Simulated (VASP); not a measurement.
# CrCuO2 (R-3m) in VASP: relaxation of cell and atoms with PBE

Aim: the relaxation of cell and atoms of CrCuO2 with PBE.

Program: VASP 6.6.1. These are calculated values, not measurements. Logs are shortened: lines on timing, memory, paths and dates and some standing lists are left out, and cuts for length are marked.

### 1 The cell of the first run

The structure is trigonal, space group R-3m (No. 166). The conventional cell has a = 2.983 Å, b = 2.983 Å, c = 17.157 Å, α = 90.00°, β = 90.00°, γ = 120.00°. Cr (site symmetry -3m) has 6 O at 2.00 Å within 2.6 Å. Cu (site symmetry -3m) has 2 O at 1.85 Å within 2.5 Å. O (site symmetry 3m) has 1 Cu at 1.85 Å and 3 Cr at 2.00 Å within 2.5 Å.

### 2 Relaxation of cell and atoms, PBE, collinear spin, ferromagnetic start

File INCAR:

```
SYSTEM = CrCuO2
PREC = Accurate ; ENCUT = 600
EDIFF = 1E-7 ; ISMEAR = 0
SIGMA = 0.05 ; LREAL = .False.
LASPH = .True. ; NELM = 200
ALGO = Normal ; ISIF = 3
LWAVE = .False. ; LCHARG = .False.
ISPIN = 2 ; MAGMOM = 4 1 0 0
LORBIT = 11 ; LMAXMIX = 4
GGA = PE ; IBRION = 2
NSW = 80 ; EDIFFG = -0.01
GGA_COMPAT = .False. ; NELMIN = 4
KPAR = 4
```

File KPOINTS:

```
regular mesh
0
Gamma
  14 14 14
  0 0 0
```

File POSCAR:

```
CrCuO2
1.0
    1.4916392529      0.8611983243      5.7189370162
   -1.4916392529      0.8611983243      5.7189370162
    0.0000000000     -1.7223966484      5.7189370162
Cr Cu O
1 1 2
Direct
    0.5000000000      0.5000000000      0.5000000000
    0.0000000000      0.0000000000      0.0000000000
    0.1079200000      0.1079200000      0.1079200000
    0.8920800000      0.8920800000      0.8920800000
```

Potentials or basis: VASP PAW PBE potentials, release 64 (Cr_pv, Cu, O).

Run with:

```sh
> cat potpaw_PBE.64/Cr_pv/POTCAR potpaw_PBE.64/Cu/POTCAR potpaw_PBE.64/O/POTCAR > POTCAR
> mpirun -np 4 vasp_std > vasp.out
```

OUTCAR:

```text
SYSTEM = CrCuO2
   PREC = Accurate
   ENCUT = 600
   EDIFF = 1E-7
   ISMEAR = 0
   LREAL = .False.
   LASPH = .True.
   NELM = 200
   ISIF = 3
   ISPIN = 2
   LORBIT = 11
   GGA = PE
   IBRION = 2
   NSW = 80
   EDIFFG = -0.01
   NELMIN = 4

 ion  position               nearest neighbor table
   1  0.500  0.500  0.500-   3 2.00   3 2.00   4 2.00   4 2.00   3 2.00   4 2.00
   2  0.000  0.000  0.000-   3 1.85   4 1.85
   3  0.108  0.108  0.108-   2 1.85   1 2.00   1 2.00   1 2.00
   4  0.892  0.892  0.892-   2 1.85   1 2.00   1 2.00   1 2.00

  LATTYP: Found a trigonal (rhomboedric) cell.
 ALAT       =     5.9726786963
 COS(alpha) =     0.8752561057

  Lattice vectors:

 A1 = (   1.4916392529,   0.8611983243,   5.7189370162)
 A2 = (  -1.4916392529,   0.8611983243,   5.7189370162)
 A3 = (   0.0000000000,  -1.7223966484,   5.7189370162)

Analysis of symmetry for initial positions (statically):
=====================================================================
 Subroutine PRICEL returns:
 Original cell was already a primitive cell.

 Routine SETGRP: Setting up the symmetry group for a
 trigonal (rhombohedral) supercell.

 Subroutine GETGRP returns: Found 12 space group operations
 (whereof 12 operations were pure point group operations)
 out of a pool of 12 trial point group operations.

The static configuration has the point symmetry D_3d.

Analysis of symmetry for dynamics (positions and initial velocities):
=====================================================================
 Subroutine PRICEL returns:
 Original cell was already a primitive cell.

 Routine SETGRP: Setting up the symmetry group for a
 trigonal (rhombohedral) supercell.

 Subroutine GETGRP returns: Found 12 space group operations
 (whereof 12 operations were pure point group operations)
 out of a pool of 12 trial point group operations.

The dynamic configuration has the point symmetry D_3d.

Analysis of structural, dynamic, and magnetic symmetry:
=====================================================================
 Subroutine PRICEL returns:
 Original cell was already a primitive cell.

 Routine SETGRP: Setting up the symmetry group for a
 trigonal (rhombohedral) supercell.

 Subroutine GETGRP returns: Found 12 space group operations
 (whereof 12 operations were pure point group operations)
 out of a pool of 12 trial point group operations.

The overall configuration has the point symmetry D_3d.

 Subroutine INISYM returns: Found 12 space group operations
 (whereof 12 operations are pure point group operations),
 and found     1 'primitive' translations

----------------------------------------------------------------------------------------

                                     Primitive cell

  volume of cell :      44.0792

  direct lattice vectors                    reciprocal lattice vectors
     1.491639253  0.861198324  5.718937016     0.335201691  0.193528787  0.058285890
    -1.491639253  0.861198324  5.718937016    -0.335201691  0.193528787  0.058285890
     0.000000000 -1.722396648  5.718937016     0.000000000 -0.387057573  0.058285890

  length of vectors
     5.972678696  5.972678696  5.972678696     0.391421525  0.391421525  0.391421525

  position of ions in fractional coordinates (direct lattice)
     0.500000000  0.500000000  0.500000000
     0.000000000  0.000000000  0.000000000
     0.107920000  0.107920000  0.107920000
     0.892080000  0.892080000  0.892080000

  ion indices of the primitive-cell ions
   primitive index   ion index
                 1           1
                 2           2
                 3           3
                 4           4

----------------------------------------------------------------------------------------

 KPOINTS: regular mesh

Automatic generation of k-mesh.
 Grid dimensions read from file:
 generate k-points for:   14   14   14

 Generating k-lattice:

  Cartesian coordinates                     Fractional coordinates (reciprocal lattice)
     0.023942978  0.013823485  0.004163278     0.071428571  0.000000000  0.000000000
    -0.023942978  0.013823485  0.004163278     0.000000000  0.071428571  0.000000000
     0.000000000 -0.027646970  0.004163278    -0.000000000 -0.000000000  0.071428571

  Length of vectors
     0.027958680  0.027958680  0.027958680

  Shift w.r.t. Gamma in fractional coordinates (k-lattice)
     0.000000000  0.000000000  0.000000000

 Subroutine IBZKPT returns following result:
 ===========================================

 Found    288 irreducible k-points:

 Following reciprocal coordinates:
            Coordinates               Weight
  0.000000  0.000000  0.000000      1.000000
  0.071429 -0.000000 -0.000000      6.000000
  0.142857 -0.000000  0.000000      6.000000
  0.214286  0.000000  0.000000      6.000000
  0.285714  0.000000 -0.000000      6.000000
  0.357143 -0.000000 -0.000000      6.000000
[... 16 lines left out ...]
  0.214286  0.142857  0.000000     12.000000
  0.285714  0.142857 -0.000000     12.000000
 [... further k-points ...]
   k-points           NKPTS =    288   k-points in BZ     NKDIM =    288   number of bands    NBANDS=     24
   number of dos      NEDOS =    301   number of ions     NIONS =      4
   total plane-waves  NPLWV = 110592
   dimension x,y,z NGX =    48 NGY =   48 NGZ =   48
   dimension x,y,z NGXF=    96 NGYF=   96 NGZF=   96
   ions per type =               1   1   2
   NGX,Y,Z   is equivalent  to a cutoff of  13.36, 13.36, 13.36 a.u.
   NGXF,Y,Z  is equivalent  to a cutoff of  26.72, 26.72, 26.72 a.u.
 SYSTEM =  CrCuO2
   PREC   = accura    normal or accurate (medium, high low for compatibility)
   ISTART =      0    job   : 0-new  1-cont  2-samecut
   ICHARG =      2    charge: 1-file 2-atom 10-const
   ISPIN  =      2    spin polarized calculation?
   LNONCOLLINEAR =      F non collinear calculations
   LSORBIT =      F    spin-orbit coupling
   LASPH  =      T    aspherical Exc in radial PAW
   ENCUT  =  600.0 eV  44.10 Ry    6.64 a.u.  11.93 11.93 11.93*2*pi/ulx,y,z
   NELM   =    200;   NELMIN=  4; NELMDL= -5     # of ELM steps
   EDIFF  = 0.1E-06   stopping-criterion for ELM
   LREAL  =      F    real-space projection
   EDIFFG = -.1E-01   stopping-criterion for IOM
   NSW    =     80    number of steps for IOM
   IBRION =      2    ionic relax: 0-MD 1-quasi-New 2-CG
   NFREE  =      1    steps in history (QN), initial steepest desc. (CG)
   ISIF   =      3    stress and relaxation
   ISYM   =      2    0-nonsym 1-usesym 2-fastsym
   POTIM  = 0.5000    time-step for ionic-motion
   TEBEG  =    0.0;   TEEND  =   0.0 temperature during run
   PSTRESS=    0.0 pullay stress
   NELECT =      35.0000    total number of electrons
   NUPDOWN=      -1.0000    fix difference up-down
   EMIN   =  10.00;   EMAX   =-10.00  energy-range for DOS
   EFERMI =   0.00;   METHOD = LEGACY
   ISMEAR =     0;   SIGMA  =   0.05  broadening in eV -4-tet -1-fermi 0-gaus
   EFERMI_NEDOS =   21; number of points for ismear=-14 and -15
   IALGO  =     38    algorithm
   IMIX   =      4    mixing-type and parameters
     AMIX     =   0.40;   BMIX     =  1.00
     AMIX_MAG =   1.60;   BMIX_MAG =  1.00
  volume/ion in A,a.u.               =      11.02        74.37
  Fermi-wavevector in a.u.,A,eV,Ry     =   1.515955  2.864740 31.267818  2.298120
  Thomas-Fermi vector in A             =   2.625410
   LORBIT       =     11    0 simple, 1 ext, 2 COOP (PROOUT), +10 PAW based schemes
   GGA     = PE    functional components
   LHFCALC =     F    Hartree Fock is set to
   AEXX    =    0.0000 exact exchange contribution
   IVDW    =     0    specifies the selected vdW correction
   LEPSILON=     F    determine dielectric tensor
   LRPA    =     F    only Hartree local field effects (RPA)
 conjugate gradient relaxation of ions
 spin polarized calculation
 Gauss-broadening in eV      SIGMA  =   0.05
  energy-cutoff  :      600.00
  volume of cell :       44.08
 maximum number of plane-waves:      1494
   NGX = 23   NGY = 23   NGZ = 23

--------------------------------------- Ionic step        1  -------------------------------------------

 number of electron      34.9999994 magnetization       2.9999694

 Free energy of the ion-electron system (eV)
  ---------------------------------------------------
  ext. energy  EPLUGINS =         0.00000000
  ---------------------------------------------------
  free energy    TOTEN  =       -28.89889386 eV

  energy without entropy =      -28.89889386  energy(sigma->0) =      -28.89889386

------------------------ aborting loop because EDIFF is reached ----------------------------------------

  FORCE on cell =-STRESS in cart. coord.  units (eV):
  Direction    XX          YY          ZZ          XY          YZ          ZX
  --------------------------------------------------------------------------------------
  -------------------------------------------------------------------------------------
  Total        0.8064499      0.8064499      0.6875381      0.0000000      0.0000000      0.0000000
  in kB       29.3126074     29.3126074     24.9904351      0.0000000      0.0000000      0.0000000
  external PRESSURE =      27.8718833 kB  Pullay stress =       0.0000000 kB

 VOLUME and BASIS-vectors are now :
 -----------------------------------------------------------------------------
  energy-cutoff  :      600.00
  volume of cell :       44.08
      direct lattice vectors                 reciprocal lattice vectors
     1.491639253  0.861198324  5.718937016     0.335201691  0.193528787  0.058285890
    -1.491639253  0.861198324  5.718937016    -0.335201691  0.193528787  0.058285890
     0.000000000 -1.722396648  5.718937016     0.000000000 -0.387057573  0.058285890
[... 115 lines left out ...]
 POSITION                                       TOTAL-FORCE (eV/Angst)
 -----------------------------------------------------------------------------------
      0.00000      0.00000      8.59635        -0.000000     -0.000000      0.000000
     -0.00000     -0.00000      0.00000        -0.000000      0.000000      0.000000
      0.00000      0.00000      1.86133         0.000000      0.000000      0.036596
      0.00000      0.00000     15.33137        -0.000000     -0.000000     -0.036596
 -----------------------------------------------------------------------------------
    total drift:                               -0.000000      0.000000     -0.000000

  FREE ENERGIE OF THE ION-ELECTRON SYSTEM (eV)
  ---------------------------------------------------
  free  energy   TOTEN  =       -28.9070430347 eV

  energy  without entropy=      -28.9070430347  energy(sigma->0) =      -28.90704303

--------------------------------------- Ionic step        5  -------------------------------------------

 number of electron      34.9999994 magnetization       2.9999998

 Free energy of the ion-electron system (eV)
  ---------------------------------------------------
  ext. energy  EPLUGINS =         0.00000000
  ---------------------------------------------------
  free energy    TOTEN  =       -28.90742027 eV

  energy without entropy =      -28.90742027  energy(sigma->0) =      -28.90742027

 E-fermi :   5.9345     XC(G=0): -11.4288

 val. band max:        5.6987006656   @ k =  -0.3571   0.3571   0.0000
 cond. band min:       6.7945394168   @ k =   0.4286   0.4286   0.1429
 fundamental gap:      1.0958387512
 Fermi energy:         5.9344771097

 spin component 1

 k-point     1 :       0.0000    0.0000    0.0000
  band No.  band energies     occupation
      1     -38.6466      1.00000
      2     -38.5971      1.00000
      3     -38.5971      1.00000
      4     -14.3817      1.00000
      5     -12.9088      1.00000
      6      -2.3113      1.00000
[... 16 lines left out ...]
     23      11.1491      0.00000
     24      12.1927      0.00000
[... 600 lines left out ...]
      4     -13.8638      1.00000
      5     -12.9915      1.00000
      6      -1.5475      1.00000
[... 16 lines left out ...]
     23      11.1487      0.00000
     24      13.7616      0.00000

 [... further k-points ...]

 spin component 2

 k-point     1 :       0.0000    0.0000    0.0000
  band No.  band energies     occupation
      1     -35.6955      1.00000
      2     -35.6955      1.00000
      3     -35.6595      1.00000
      4     -14.3034      1.00000
      5     -12.8768      1.00000
      6      -1.9729      1.00000
[... 16 lines left out ...]
     23      12.5813      0.00000
     24      14.7272      0.00000
[... 643 lines left out ...]
 POSITION                                       TOTAL-FORCE (eV/Angst)
 -----------------------------------------------------------------------------------
      0.00000      0.00000      8.57573        -0.000000     -0.000000     -0.000000
     -0.00000     -0.00000      0.00000         0.000000     -0.000000     -0.000000
      0.00000      0.00000      1.85982         0.000000      0.000000      0.006646
      0.00000      0.00000     15.29163        -0.000000     -0.000000     -0.006646
 -----------------------------------------------------------------------------------
    total drift:                               -0.000000     -0.000000      0.000000

  FREE ENERGIE OF THE ION-ELECTRON SYSTEM (eV)
  ---------------------------------------------------
  free  energy   TOTEN  =       -28.9074202651 eV

  energy  without entropy=      -28.9074202651  energy(sigma->0) =      -28.90742027

 reached required accuracy - stopping structural energy minimisation

 total charge

# of ion       s       p       d       tot
------------------------------------------
    1        0.287   6.328   4.069  10.684
    2        0.421   0.302   9.216   9.939
    3        1.550   3.490   0.000   5.040
    4        1.550   3.490   0.000   5.040
--------------------------------------------------
tot          3.808  13.609  13.285  30.702

 magnetization (x)

# of ion       s       p       d       tot
------------------------------------------
    1        0.030   0.027   2.787   2.844
    2        0.018   0.008   0.001   0.027
    3       -0.001  -0.006   0.000  -0.008
    4       -0.001  -0.006   0.000  -0.008
--------------------------------------------------
tot          0.046   0.022   2.788   2.856
```

It took 16 min on 4 MPI ranks of Intel Xeon 6975P-C (Granite Rapids), shared host; peak memory 0.9 GiB.

Results:

```
Free energy                                           : -28.9074 eV
Relaxed volume                                        : 11.24 Å³/atom
Relaxed cell                                          : a = 5.976 Å, b = 5.976 Å, c = 5.976 Å, α = 29.20°, β = 29.20°, γ = 29.20°
Space group after relaxing (to 0.1 Å)                 : R-3m (No. 166)
Energy gained by relaxing                             : 2.1 meV/atom
Ionic steps                                           : 5
Pressure after relaxing                               : 0.0 GPa
Largest force after relaxing                          : 0.007 eV/Å
Band gap on the k mesh                                : 1.10 eV (least direct gap 1.29 eV)
Net moment                                            : 3.00 μB per cell
Site moments                                          : Cr +2.84; Cu +0.03; O -0.01 μB
Valence electrons inside the program's atomic spheres : Cr 10.68; Cu 9.94; O 5.04
```

Forces on the atoms (eV/Å):
```
Cr   0.000  0.000  0.000
Cu   0.000  0.000  0.000
O    0.000  0.000  0.007
O    0.000  0.000 -0.007
```

The path:
```csv
step,energy change (eV),largest force (eV/Å),pressure (GPa),volume (Å³)
1,0.0000,0.0745,2.79,44.08
2,-0.0041,0.0759,-1.84,45.31
3,-0.0066,0.0752,-0.12,44.83
4,-0.0081,0.0366,-0.04,44.90
5,-0.0085,0.0066,0.02,44.95
```

Final structure:
```
CELL_PARAMETERS angstrom
1.50653 0.86979 5.71715
-1.50653 0.86979 5.71715
0.00000 -1.73959 5.71715
ATOMIC_POSITIONS crystal
Cr 0.50000 0.50000 0.50000
Cu 0.00000 0.00000 0.00000
O 0.10844 0.10844 0.10844
O 0.89156 0.89156 0.89156
```

Levels at points of the mesh, in eV from the valence-band top:
Spin up:
```csv
k point,band 15,band 16,band 17,band 18,band 19,band 20,band 21,band 22,band 23,band 24
"(0.00, 0.00, 0.00)",-1.84,-1.84,-1.14,-1.14,-0.74,2.05,2.86,2.86,5.45,6.49
"(0.50, 0.00, 0.00)",-1.42,-1.29,-0.59,-0.59,-0.41,2.18,2.59,2.89,5.45,5.62
"(0.50, 0.50, 0.00)",-1.49,-1.34,-0.59,-0.55,-0.16,2.08,2.78,2.79,5.45,6.42
"(0.50, 0.50, 0.50)",-1.22,-1.22,-1.08,-1.08,-0.23,2.67,2.67,3.13,5.06,5.46
```
Spin down:
```tsv
k point	band 14	band 15	band 16	band 17	band 18	band 19
(0.00, 0.00, 0.00)	-2.06	-1.69	-1.69	1.44	1.90	1.90
(0.50, 0.00, 0.00)	-1.48	-1.40	-0.56	1.23	2.67	2.77
(0.50, 0.50, 0.00)	-1.62	-1.48	-0.76	1.79	2.76	2.79
(0.50, 0.50, 0.50)	-2.05	-1.08	-1.08	1.89	1.89	2.69
```

A k mesh can miss the band edges. PBE gaps usually lie below the measured ones, often by a third to a half.
